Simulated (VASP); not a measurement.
# Al (Fm-3m) in VASP: further runs

Al is run at these levels: PBEsol; tasks: single point, relaxation of cell and atoms.

All numbers are computed with VASP 6.6.1; they aren't measurements. Logs are shortened: lines on timing, memory, paths and dates and some standing lists are left out, and cuts for length are marked.

## Step 1: The cell of the first run

The structure is cubic, space group Fm-3m (No. 225). The conventional cell has a = 4.013 Å, b = 4.013 Å, c = 4.013 Å, α = 90.00°, β = 90.00°, γ = 90.00°. Al (site symmetry m-3m) has 12 Al at 2.84 Å within 3.7 Å.

## Step 2: Single point, PBEsol

INCAR

```
SYSTEM = Al
PREC = Accurate
ENCUT = 500
EDIFF = 1E-6
ISMEAR = -1
SIGMA = 0.1
LREAL = .False.
LASPH = .True.
NELM = 120
ALGO = Normal
ISIF = 2
LWAVE = .False.
LCHARG = .False.
GGA = PS
NBANDS = 8
GGA_COMPAT = .False.
```

KPOINTS

```
Automatic mesh
0
Gamma
  14 14 14
  0 0 0
```

POSCAR

```
Al
1.0
    0.0000000000      2.0066388037      2.0066388037
    2.0066388037      0.0000000000      2.0066388037
    2.0066388037      2.0066388037      0.0000000000
Al
1
Direct
    0.0000000000      0.0000000000      0.0000000000
```

Potentials or basis: VASP PAW PBE potentials, release 64 (Al).

Run with:

```console
> cat potpaw_PBE.64/Al/POTCAR > POTCAR
> mpirun -np 1 vasp_std > vasp.out
```

OUTCAR:

```text
SYSTEM = Al
   PREC = Accurate
   ENCUT = 500
   EDIFF = 1E-6
   ISMEAR = -1
   LREAL = .False.
   LASPH = .True.
   NELM = 120
   ISIF = 2
   GGA = PS

 ion  position               nearest neighbor table
   1  0.000  0.000  0.000-

  LATTYP: Found a face centered cubic cell.
 ALAT       =     4.0132776074

  Lattice vectors:

 A1 = (   0.0000000000,   2.0066388037,   2.0066388037)
 A2 = (   2.0066388037,   0.0000000000,   2.0066388037)
 A3 = (   2.0066388037,   2.0066388037,   0.0000000000)

Analysis of symmetry for initial positions (statically):
=====================================================================
 Subroutine PRICEL returns:
 Original cell was already a primitive cell.

 Routine SETGRP: Setting up the symmetry group for a
 face centered cubic supercell.

 Subroutine GETGRP returns: Found 48 space group operations
 (whereof 48 operations were pure point group operations)
 out of a pool of 48 trial point group operations.

The static configuration has the point symmetry O_h .

Analysis of symmetry for dynamics (positions and initial velocities):
=====================================================================
 Subroutine PRICEL returns:
 Original cell was already a primitive cell.

 Routine SETGRP: Setting up the symmetry group for a
 face centered cubic supercell.

 Subroutine GETGRP returns: Found 48 space group operations
 (whereof 48 operations were pure point group operations)
 out of a pool of 48 trial point group operations.

The dynamic configuration has the point symmetry O_h .

 Subroutine INISYM returns: Found 48 space group operations
 (whereof 48 operations are pure point group operations),
 and found     1 'primitive' translations

----------------------------------------------------------------------------------------

                                     Primitive cell

  volume of cell :      16.1599

  direct lattice vectors                    reciprocal lattice vectors
     0.000000000  2.006638804  2.006638804    -0.249172895  0.249172895  0.249172895
     2.006638804  0.000000000  2.006638804     0.249172895 -0.249172895  0.249172895
     2.006638804  2.006638804  0.000000000     0.249172895  0.249172895 -0.249172895

  length of vectors
     2.837815811  2.837815811  2.837815811     0.431580114  0.431580114  0.431580114

  position of ions in fractional coordinates (direct lattice)
     0.000000000  0.000000000  0.000000000

  ion indices of the primitive-cell ions
   primitive index   ion index
                 1           1

----------------------------------------------------------------------------------------

 KPOINTS: Automatic mesh

Automatic generation of k-mesh.
 Grid dimensions read from file:
 generate k-points for:   14   14   14

 Generating k-lattice:

  Cartesian coordinates                     Fractional coordinates (reciprocal lattice)
    -0.017798064  0.017798064  0.017798064     0.071428571  0.000000000  0.000000000
     0.017798064 -0.017798064  0.017798064     0.000000000  0.071428571  0.000000000
     0.017798064  0.017798064 -0.017798064     0.000000000  0.000000000  0.071428571

  Length of vectors
     0.030827151  0.030827151  0.030827151

  Shift w.r.t. Gamma in fractional coordinates (k-lattice)
     0.000000000  0.000000000  0.000000000

 Subroutine IBZKPT returns following result:
 ===========================================

 Found    104 irreducible k-points:

 Following reciprocal coordinates:
            Coordinates               Weight
  0.000000  0.000000  0.000000      1.000000
  0.071429  0.000000  0.000000      8.000000
  0.142857  0.000000  0.000000      8.000000
  0.214286  0.000000  0.000000      8.000000
  0.285714  0.000000  0.000000      8.000000
  0.357143  0.000000  0.000000      8.000000
[... 16 lines left out ...]
  0.214286  0.142857  0.000000     24.000000
  0.285714  0.142857  0.000000     24.000000
 [... further k-points ...]
   k-points           NKPTS =    104   k-points in BZ     NKDIM =    104   number of bands    NBANDS=      8
   number of dos      NEDOS =    301   number of ions     NIONS =      1
   total plane-waves  NPLWV =  13824
   dimension x,y,z NGX =    24 NGY =   24 NGZ =   24
   dimension x,y,z NGXF=    48 NGYF=   48 NGZF=   48
   ions per type =               1
   NGX,Y,Z   is equivalent  to a cutoff of  14.06, 14.06, 14.06 a.u.
   NGXF,Y,Z  is equivalent  to a cutoff of  28.12, 28.12, 28.12 a.u.
 SYSTEM =  Al
   PREC   = accura    normal or accurate (medium, high low for compatibility)
   ISTART =      0    job   : 0-new  1-cont  2-samecut
   ICHARG =      2    charge: 1-file 2-atom 10-const
   ISPIN  =      1    spin polarized calculation?
   LNONCOLLINEAR =      F non collinear calculations
   LSORBIT =      F    spin-orbit coupling
   LASPH  =      T    aspherical Exc in radial PAW
   ENCUT  =  500.0 eV  36.75 Ry    6.06 a.u.   5.17  5.17  5.17*2*pi/ulx,y,z
   NELM   =    120;   NELMIN=  2; NELMDL= -5     # of ELM steps
   EDIFF  = 0.1E-05   stopping-criterion for ELM
   LREAL  =      F    real-space projection
   EDIFFG = 0.1E-04   stopping-criterion for IOM
   NSW    =      0    number of steps for IOM
   IBRION =     -1    ionic relax: 0-MD 1-quasi-New 2-CG
   NFREE  =      0    steps in history (QN), initial steepest desc. (CG)
   ISIF   =      2    stress and relaxation
   ISYM   =      2    0-nonsym 1-usesym 2-fastsym
   POTIM  = 0.5000    time-step for ionic-motion
   TEBEG  =    0.0;   TEEND  =   0.0 temperature during run
   PSTRESS=    0.0 pullay stress
   NELECT =       3.0000    total number of electrons
   NUPDOWN=      -1.0000    fix difference up-down
   EMIN   =  10.00;   EMAX   =-10.00  energy-range for DOS
   EFERMI =   0.00;   METHOD = LEGACY
   ISMEAR =    -1;   SIGMA  =   0.10  broadening in eV -4-tet -1-fermi 0-gaus
   EFERMI_NEDOS =   21; number of points for ismear=-14 and -15
   IALGO  =     38    algorithm
   IMIX   =      4    mixing-type and parameters
     AMIX     =   0.40;   BMIX     =  1.00
     AMIX_MAG =   1.60;   BMIX_MAG =  1.00
  volume/ion in A,a.u.               =      16.16       109.05
  Fermi-wavevector in a.u.,A,eV,Ry     =   0.933905  1.764825 11.866710  0.872179
  Thomas-Fermi vector in A             =   2.060655
   LORBIT       =      0    0 simple, 1 ext, 2 COOP (PROOUT), +10 PAW based schemes
   GGA     = PS    functional components
   LHFCALC =     F    Hartree Fock is set to
   AEXX    =    0.0000 exact exchange contribution
   IVDW    =     0    specifies the selected vdW correction
   LEPSILON=     F    determine dielectric tensor
   LRPA    =     F    only Hartree local field effects (RPA)
 non-spin polarized calculation
  energy-cutoff  :      500.00
  volume of cell :       16.16
 maximum number of plane-waves:       424
 NGX is ok and might be reduce to    24
   NGX = 11   NGY = 11   NGZ = 11

 number of electron       3.0000000 magnetization

 Free energy of the ion-electron system (eV)
  ---------------------------------------------------
  ext. energy  EPLUGINS =         0.00000000
  ---------------------------------------------------
  free energy    TOTEN  =        -4.09274240 eV

  energy without entropy =       -4.07744725  energy(sigma->0) =       -4.08509483

 E-fermi :   8.1491     XC(G=0): -10.3333

 val. band max:        8.1131469371   @ k =  -0.3571   0.4286   0.2143
 cond. band min:       8.1749491654   @ k =   0.5000   0.2857   0.0000
 fundamental gap:      0.0618022282
 Fermi energy:         8.1491401907

 k-point     1 :       0.0000    0.0000    0.0000
  band No.  band energies     occupation
      1      -3.1063      2.00000
      2      20.8784      0.00000
      3      20.8784      0.00000
      4      20.8784      0.00000
      5      22.5283      0.00000
      6      22.5283      0.00000
      7      22.5283      0.00000
      8      24.8044      0.00000

 k-point     2 :       0.0714    0.0000    0.0000
  band No.  band energies     occupation
      1      -2.9657      2.00000
      2      18.7535      0.00000
      3      20.4461      0.00000
      4      20.4461      0.00000
      5      23.1374      0.00000
      6      23.1792      0.00000
      7      23.1792      0.00000
      8      26.2231      0.00000

 k-point     3 :       0.1429    0.0000    0.0000
  band No.  band energies     occupation
      1      -2.5448      2.00000
      2      15.8421      0.00000
      3      19.8238      0.00000
      4      19.8238      0.00000
      5      23.0339      0.00000
      6      24.3124      0.00000
      7      24.3124      0.00000
      8      25.7078      0.00000

 k-point     4 :       0.2143    0.0000    0.0000
  band No.  band energies     occupation
      1      -1.8463      2.00000
      2      13.0023      0.00000
      3      19.3602      0.00000
      4      19.3602      0.00000
      5      22.7979      0.00000
      6      23.7541      0.00000
      7      23.7541      0.00000
      8      26.3939      0.00000

 k-point     5 :       0.2857    0.0000    0.0000
  band No.  band energies     occupation
      1      -0.8742      2.00000
      2      10.3336      0.00000
      3      19.1103      0.00000
      4      19.1103      0.00000
      5      22.4629      0.00000
      6      22.4629      0.00000
      7      22.6659      0.00000
      8      26.5274      0.00000
[... 177 lines left out ...]
 k-point    22 :       0.1429    0.1429    0.0000
  band No.  band energies     occupation
      1      -2.3582      2.00000
      2      17.8010      0.00000
      3      17.8010      0.00000
      4      17.9474      0.00000
      5      21.0841      0.00000
      6      22.0085      0.00000
      7      26.6609      0.00000
      8      26.6609      0.00000

 k-point    23 :       0.2143    0.1429    0.0000
  band No.  band energies     occupation
      1      -1.8463      2.00000
      2      15.2028      0.00000
      3      17.1364      0.00000
      4      18.3517      0.00000
      5      20.2260      0.00000
      6      21.2802      0.00000
      7      27.1637      0.00000
      8      27.4684      0.00000

 k-point    24 :       0.2857    0.1429    0.0000
  band No.  band energies     occupation
      1      -1.0589      2.00000
      2      12.4940      0.00000
      3      16.7081      0.00000
      4      18.2031      0.00000
      5      18.7140      0.00000
      6      22.6342      0.00000
      7      26.5578      0.00000
      8      27.1589      0.00000

 [... further k-points ...]
[... 5 lines left out ...]
  --------------------------------------------------------------------------------------
  -------------------------------------------------------------------------------------
  Total        0.0049747      0.0049747      0.0049747      0.0000000     -0.0000000      0.0000000
  in kB        0.4932181      0.4932181      0.4932181      0.0000000     -0.0000000      0.0000000
  external PRESSURE =       0.4932181 kB  Pullay stress =       0.0000000 kB

 VOLUME and BASIS-vectors are now :
 -----------------------------------------------------------------------------
  energy-cutoff  :      500.00
  volume of cell :       16.16
      direct lattice vectors                 reciprocal lattice vectors
     0.000000000  2.006638804  2.006638804    -0.249172895  0.249172895  0.249172895
     2.006638804  0.000000000  2.006638804     0.249172895 -0.249172895  0.249172895
     2.006638804  2.006638804  0.000000000     0.249172895  0.249172895 -0.249172895

 POSITION                                       TOTAL-FORCE (eV/Angst)
 -----------------------------------------------------------------------------------
      0.00000      0.00000      0.00000         0.000000      0.000000      0.000000
 -----------------------------------------------------------------------------------
    total drift:                                0.000000     -0.000000     -0.000000

  FREE ENERGIE OF THE ION-ELECTRON SYSTEM (eV)
  ---------------------------------------------------
  free  energy   TOTEN  =        -4.0927423991 eV

  energy  without entropy=       -4.0774472535  energy(sigma->0) =       -4.08509483
```

Run time: 8.6 s. Hardware: 1 thread of Intel Xeon Platinum 8559C (Emerald Rapids), shared host; peak memory 0.13 GiB.

What came out:

| Item | Value |
| --- | --- |
| Free energy | -4.0927 eV |
| Pressure | 0.0 GPa |
| Band gap on the k mesh | zero (an odd number of electrons rules out a gap without spin polarisation) |

Levels at points of the mesh, in eV from the Fermi level:
```csv
k point,band 1,band 2,band 3,band 4
"(0.00, 0.00, 0.00)",-11.26,12.73,12.73,12.73
"(0.50, 0.00, 0.00)",-4.66,-4.39,11.55,11.55
"(0.50, 0.50, 0.00)",-2.95,-1.59,5.28,5.70
```

Caveat: the PAW data sets were made with another functional, which shifts forces and pressure a little.

(Continued in part 2 of 2.)
